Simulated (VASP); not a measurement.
# AlN in VASP: further runs

The runs below take AlN through single point, with PBEsol.

Everything below comes from runs of VASP 6.6.1. Logs are shortened: lines on timing, memory, paths and dates and some standing lists are left out, and cuts for length are marked.

## (1) The cell of the first run

The structure is tetragonal, space group I-4m2 (No. 119). The conventional cell has a = 3.126 Å, b = 3.126 Å, c = 4.329 Å, α = 90.00°, β = 90.00°, γ = 90.00°. Al (site symmetry -4m2) has 4 N at 1.90 Å within 2.5 Å. N (site symmetry -4m2) has 4 Al at 1.90 Å within 2.5 Å.

## (2) Single point, PBEsol (in-plane strain +0.01, then relaxed in part)

The input, INCAR:

```
SYSTEM = AlN
ALGO = Normal ; EDIFF = 1E-7
ENCUT = 520 ; GGA = PS
ISIF = 2 ; ISMEAR = 0
LASPH = .True. ; LCHARG = .False.
LREAL = .False. ; LWAVE = .False.
NBANDS = 11 ; NELM = 100
PREC = Accurate ; SIGMA = 0.01
```

The input, KPOINTS:

```
k-points
0
Gamma
  10 10 10
  0 0 0
```

The input, POSCAR:

```
AlN
1.0
    2.2105662753      2.2105662753      0.0000000000
   -2.2105662753      2.2105662753      0.0000000000
    0.0000000000      2.2105662753      2.1647015359
Al N
1 1
Direct
    0.0000000000      0.0000000000      0.0000000000
    0.2500000000      0.7500000000      0.5000000000
```

Potentials or basis: VASP PAW PBE potentials, release 64 (Al, N).

Command:

```bash
$ cat potpaw_PBE.64/Al/POTCAR potpaw_PBE.64/N/POTCAR > POTCAR
$ mpirun -np 1 vasp_std > vasp.out
```

OUTCAR:

```text
SYSTEM = AlN
   EDIFF = 1E-7
   ENCUT = 520
   GGA = PS
   ISIF = 2
   ISMEAR = 0
   LASPH = .True.
   LREAL = .False.
   NELM = 100
   PREC = Accurate

 ion  position               nearest neighbor table
   1  0.000  0.000  0.000-   2 1.90   2 1.90   2 1.90   2 1.90
   2  0.250  0.750  0.500-   1 1.90   1 1.90   1 1.90   1 1.90

  LATTYP: Found a body centered tetragonal cell.
 ALAT       =     3.1262128071
 C/A-ratio  =     1.3848715168

  Lattice vectors:

 A1 = (   2.2105662753,   0.0000000000,  -2.1647015359)
 A2 = (  -2.2105662753,   0.0000000000,  -2.1647015359)
 A3 = (   0.0000000000,   2.2105662753,   2.1647015359)

Analysis of symmetry for initial positions (statically):
=====================================================================
 Subroutine PRICEL returns:
 Original cell was already a primitive cell.

 Routine SETGRP: Setting up the symmetry group for a
 body centered tetragonal supercell.

 Subroutine GETGRP returns: Found  8 space group operations
 (whereof  8 operations were pure point group operations)
 out of a pool of 16 trial point group operations.

The static configuration has the point symmetry D_2d.

Analysis of symmetry for dynamics (positions and initial velocities):
=====================================================================
 Subroutine PRICEL returns:
 Original cell was already a primitive cell.

 Routine SETGRP: Setting up the symmetry group for a
 body centered tetragonal supercell.

 Subroutine GETGRP returns: Found  8 space group operations
 (whereof  8 operations were pure point group operations)
 out of a pool of 16 trial point group operations.

The dynamic configuration has the point symmetry D_2d.

 Subroutine INISYM returns: Found  8 space group operations
 (whereof  8 operations are pure point group operations),
 and found     1 'primitive' translations

----------------------------------------------------------------------------------------

                                     Primitive cell

  volume of cell :      21.1561

  direct lattice vectors                    reciprocal lattice vectors
     2.210566275  2.210566275  0.000000000     0.226186387  0.226186387 -0.230978725
    -2.210566275  2.210566275  0.000000000    -0.226186387  0.226186387 -0.230978725
     0.000000000  2.210566275  2.164701536     0.000000000  0.000000000  0.461957449

  length of vectors
     3.126212807  3.126212807  3.093951518     0.394552576  0.394552576  0.461957449

[... 87 lines left out ...]
   ISYM   =      2    0-nonsym 1-usesym 2-fastsym
   POTIM  = 0.5000    time-step for ionic-motion
   TEBEG  =    0.0;   TEEND  =   0.0 temperature during run
   PSTRESS=    0.0 pullay stress
   NELECT =       8.0000    total number of electrons
   NUPDOWN=      -1.0000    fix difference up-down
   EMIN   =  10.00;   EMAX   =-10.00  energy-range for DOS
   EFERMI =   0.00;   METHOD = LEGACY
   ISMEAR =     0;   SIGMA  =   0.01  broadening in eV -4-tet -1-fermi 0-gaus
   EFERMI_NEDOS =   21; number of points for ismear=-14 and -15
   IALGO  =     38    algorithm
   IMIX   =      4    mixing-type and parameters
     AMIX     =   0.40;   BMIX     =  1.00
     AMIX_MAG =   1.60;   BMIX_MAG =  1.00
  volume/ion in A,a.u.               =      10.58        71.38
  Fermi-wavevector in a.u.,A,eV,Ry     =   1.183840  2.237134 19.068264  1.401478
  Thomas-Fermi vector in A             =   2.320067
   LORBIT       =      0    0 simple, 1 ext, 2 COOP (PROOUT), +10 PAW based schemes
   GGA     = PS    functional components
   LHFCALC =     F    Hartree Fock is set to
   AEXX    =    0.0000 exact exchange contribution
   IVDW    =     0    specifies the selected vdW correction
   LEPSILON=     F    determine dielectric tensor
   LRPA    =     F    only Hartree local field effects (RPA)
 non-spin polarized calculation
 Gauss-broadening in eV      SIGMA  =   0.01
  energy-cutoff  :      520.00
  volume of cell :       21.16
 maximum number of plane-waves:       580
   NGX = 11   NGY = 11   NGZ = 11

 number of electron       8.0000001 magnetization

 Free energy of the ion-electron system (eV)
  ---------------------------------------------------
  ext. energy  EPLUGINS =         0.00000000
  ---------------------------------------------------
  free energy    TOTEN  =       -15.60806258 eV

  energy without entropy =      -15.60806258  energy(sigma->0) =      -15.60806258

 E-fermi :   5.8545     XC(G=0): -11.0627

 val. band max:        5.7919125068   @ k =   0.0000   0.0000   0.0000
 cond. band min:       8.8562868216   @ k =   0.0000   0.0000   0.5000
 fundamental gap:      3.0643743148
 Fermi energy:         5.8545355526

 k-point     1 :       0.0000    0.0000    0.0000
  band No.  band energies     occupation
      1      -9.1341      2.00000
      2       5.7085      2.00000
      3       5.7085      2.00000
      4       5.7919      2.00000
      5       9.7325      0.00000
      6      18.0405      0.00000
      7      18.0642      0.00000
      8      18.0642      0.00000
      9      22.8653      0.00000
     10      23.5019      0.00000
     11      24.2705      0.00000
[... 309 lines left out ...]
 k-point    24 :       0.4000    0.3000    0.0000
  band No.  band energies     occupation
      1      -6.5934      2.00000
      2       1.1733      2.00000
      3       2.3748      2.00000
      4       4.6028      2.00000
      5      11.4475      0.00000
      6      15.6838      0.00000
      7      18.0181      0.00000
      8      19.1297      0.00000
      9      21.2839      0.00000
     10      24.7276      0.00000
     11      29.4385      0.00000

 [... further k-points ...]

------------------------ aborting loop because EDIFF is reached ----------------------------------------

  FORCE on cell =-STRESS in cart. coord.  units (eV):
  Direction    XX          YY          ZZ          XY          YZ          ZX
  --------------------------------------------------------------------------------------
  -------------------------------------------------------------------------------------
  Total       -0.3463396     -0.3463396     -0.0103251      0.0000000     -0.0000000      0.0000000
  in kB      -26.2287504    -26.2287504     -0.7819355      0.0000000     -0.0000000      0.0000000
  external PRESSURE =     -17.7464788 kB  Pullay stress =       0.0000000 kB

 VOLUME and BASIS-vectors are now :
 -----------------------------------------------------------------------------
  energy-cutoff  :      520.00
  volume of cell :       21.16
      direct lattice vectors                 reciprocal lattice vectors
     2.210566275  2.210566275  0.000000000     0.226186387  0.226186387 -0.230978725
    -2.210566275  2.210566275  0.000000000    -0.226186387  0.226186387 -0.230978725
     0.000000000  2.210566275  2.164701536     0.000000000  0.000000000  0.461957449

 POSITION                                       TOTAL-FORCE (eV/Angst)
 -----------------------------------------------------------------------------------
      0.00000      0.00000      0.00000        -0.000000      0.000000      0.000000
     -1.10528      3.31585      1.08235         0.000000     -0.000000      0.000000
 -----------------------------------------------------------------------------------
    total drift:                               -0.000000      0.000000      0.000000

  FREE ENERGIE OF THE ION-ELECTRON SYSTEM (eV)
  ---------------------------------------------------
  free  energy   TOTEN  =       -15.6080625772 eV

  energy  without entropy=      -15.6080625772  energy(sigma->0) =      -15.60806258
```

stdout:

```text
POSCAR found type information on POSCAR AlN
 POSCAR found :  2 types and       2 ions
 scaLAPACK will be used
 -----------------------------------------------------------------------------
|                                                                             |
|                                                                             |
|     You enforced a specific xc type in the INCAR file but a different       |
|     I HOPE YOU KNOW WHAT YOU ARE DOING!                                     |
|                                                                             |
 -----------------------------------------------------------------------------

 LDA part: xc-table for (Slater+PW92), standard interpolation
 POSCAR, INCAR and KPOINTS ok, starting setup
 FFT: planning ... GRIDC
 FFT: planning ... GRID_SOFT
 FFT: planning ... GRID
 WAVECAR not read
 entering main loop
```

Run time: 13 s. Hardware: 1 thread of Intel Xeon 8259CL, shared host; peak memory 0.14 GiB.

Results:

```yaml
Free_energy: -15.6081 eV
Pressure: -1.8 GPa
Band_gap_on_the_k_mesh: 3.06 eV (least direct gap 3.94 eV)
```

Levels at points of the mesh, in eV from the valence-band top:
```
           k point  band 1  band 2  band 3  band 4  band 5  band 6  band 7  band 8
(0.00, 0.00, 0.00)  -14.93   -0.08   -0.08    0.00    3.94   12.25   12.27   12.27
(0.50, 0.00, 0.00)  -12.89   -5.90   -0.62   -0.45    7.08    9.61   10.69   11.10
(0.50, 0.50, 0.00)  -12.28   -5.02   -1.77   -1.77    3.16    8.44   13.48   15.13
(0.00, 0.00, 0.50)  -12.20   -4.82   -1.94   -1.94    3.06    8.12   13.85   15.27
```

Caveat: the cell differs from its parent crystal (in-plane strain +0.01, then relaxed in part); the PAW data sets were made with another functional, which shifts forces and pressure a little.

## (3) Single point, PBEsol (in-plane strain +0.01)

The input, INCAR:

```
SYSTEM = AlN
PREC = Accurate
ENCUT = 520
EDIFF = 1E-6
ISMEAR = 0
SIGMA = 0.01
LREAL = .FALSE.
LASPH = .TRUE.
NELM = 60
ALGO = Normal
ISIF = 2
LWAVE = .FALSE.
LCHARG = .TRUE.
GGA = PS
LELF = .TRUE.
LVHAR = .TRUE.
NBANDS = 11
```

The input, KPOINTS:

```
regular mesh
0
G
  10 10 10
  0 0 0
```

Changes to POSCAR since step 2:

```diff
@@ -4,3 +4,3 @@
    -2.2105662753      2.2105662753      0.0000000000
-    0.0000000000      2.2105662753      2.1647015359
+    0.0000000000      2.2105662753      2.1755474036
 Al N
```

Potentials or basis: VASP PAW PBE potentials, release 64 (Al, N).

Command:

```bash
$ cat potpaw_PBE.64/Al/POTCAR potpaw_PBE.64/N/POTCAR > POTCAR
$ mpirun -np 1 vasp_std > vasp.out
```

Run time: 18 s. Hardware: 1 thread of Intel Xeon 8259CL, shared host; peak memory 0.14 GiB.

It converged, with:

| Quantity | Value |
| --- | --- |
| Free energy | -15.6076 eV |
| Pressure | -2.7 GPa |
| Band gap on the k mesh | 3.09 eV (least direct gap 3.91 eV) |

Stress tensor (GPa, compression positive):
```
-3.40  0.00  0.00
 0.00 -3.40  0.00
 0.00  0.00 -1.42
```

Levels at points of the mesh, in eV from the valence-band top:
| k point | band 1 | band 2 | band 3 | band 4 | band 5 | band 6 | band 7 | band 8 |
| --- | --- | --- | --- | --- | --- | --- | --- | --- |
| (0.00, 0.00, 0.00) | -14.88 | -0.06 | -0.06 | 0.00 | 3.91 | 12.22 | 12.23 | 12.23 |
| (0.50, 0.00, 0.00) | -12.86 | -5.87 | -0.59 | -0.46 | 7.05 | 9.59 | 10.72 | 11.03 |
| (0.50, 0.50, 0.00) | -12.26 | -4.98 | -1.77 | -1.77 | 3.16 | 8.40 | 13.46 | 15.14 |
| (0.00, 0.00, 0.50) | -12.19 | -4.83 | -1.90 | -1.90 | 3.09 | 8.15 | 13.74 | 15.25 |

Caveat: the cell differs from its parent crystal (in-plane strain +0.01); the PAW data sets were made with another functional, which shifts forces and pressure a little. A k mesh can miss the band edges.

## (4) Single point, PBEsol

This run uses another cell than the first one, of 10.48 Å³/atom.

Changes to INCAR since step 3:

```diff
@@ -3,8 +3,8 @@
 ENCUT = 520
-EDIFF = 1E-6
-ISMEAR = 0
-SIGMA = 0.01
+EDIFF = 1E-7
+ISMEAR = -1
+SIGMA = 0.05
 LREAL = .FALSE.
 LASPH = .TRUE.
-NELM = 60
+NELM = 80
 ALGO = Normal
```

The input, KPOINTS:

```
Automatic mesh
0
G
  14 14 14
  0 0 0
```

The input, POSCAR:

```
AlN
1.0
    2.1886794805      2.1886794805      0.0000000000
   -2.1886794805      2.1886794805      0.0000000000
    0.0000000000      2.1886794805      2.1886794805
Al N
1 1
Direct
    0.0000000000      0.0000000000      0.0000000000
    0.2500000000      0.7500000000      0.5000000000
```

Command:

```bash
$ cat potpaw_PBE.64/Al/POTCAR potpaw_PBE.64/N/POTCAR > POTCAR
$ mpirun -np 1 vasp_std > vasp.out
```

It took 16 s on 1 thread of Intel Xeon 8259CL, shared host; peak memory 0.15 GiB.

It converged, with:

```
Free energy            : -15.6114 eV
Pressure               : 0.0 GPa
Band gap on the k mesh : 3.18 eV (least direct gap 4.08 eV)
```

Levels at points of the mesh, in eV from the valence-band top:
```tsv
k point	band 2	band 3	band 4	band 5	band 6	band 7
(0.00, 0.00, 0.00)	0.00	0.00	0.00	4.08	12.41	12.41
(0.50, 0.00, 0.00)	-5.89	-0.48	-0.48	7.23	9.72	11.00
(0.50, 0.50, 0.00)	-4.93	-1.78	-1.78	3.18	8.44	13.79
```

Caveat: the PAW data sets were made with another functional, which shifts forces and pressure a little. A k mesh can miss the band edges.

(Continued in part 2 of 2.)
